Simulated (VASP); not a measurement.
Input of a VASP 6.6.1 run:

INCAR

```
SYSTEM = Sn
ALGO = Fast ; EDIFF = 1E-7
ENCUT = 520 ; GGA = PS
ISIF = 2 ; ISMEAR = 0
LASPH = .True. ; LCHARG = .False.
LREAL = .False. ; LWAVE = .False.
NBANDS = 21 ; NELM = 100
PREC = Accurate ; SIGMA = 0.15
```

Contents of KPOINTS:

```
k-points
0
Gamma
  12 12 12
  0 0 0
```

File POSCAR:

```
Sn
1.0
    0.0000000000      3.3429680000      3.2942840000
    3.3429680000      0.0000000000      3.2942840000
    3.3429680000      3.3429680000      0.0000000000
Sn
2
Direct
    0.5000000000      0.5000000000      0.5000000000
    0.7500000000      0.7500000000      0.7500000000
```

Potentials or basis: VASP PAW PBE potentials, release 64 (Sn_d).

The run is started by

```bash
$ cat potpaw_PBE.64/Sn_d/POTCAR > POTCAR
$ mpirun -np 1 vasp_std > vasp.out
```

Problem. What does it give for the band gap on the k mesh?

Solution. Zero (bands 14 and 15 overlap by 0.26 eV).

Problem. Estimate the pressure.

Solution. -1.9 GPa.

Stress tensor (GPa, compression positive):
```
-2.08  0.00  0.00
 0.00 -2.08  0.00
 0.00  0.00 -1.66
```

Caveat: the cell differs from its parent crystal (strain +0.030 along x and y, +0.015 along z); the PAW data sets were made with another functional, which shifts forces and pressure a little; spin-orbit coupling is left out, which moves the levels of the heavy elements.
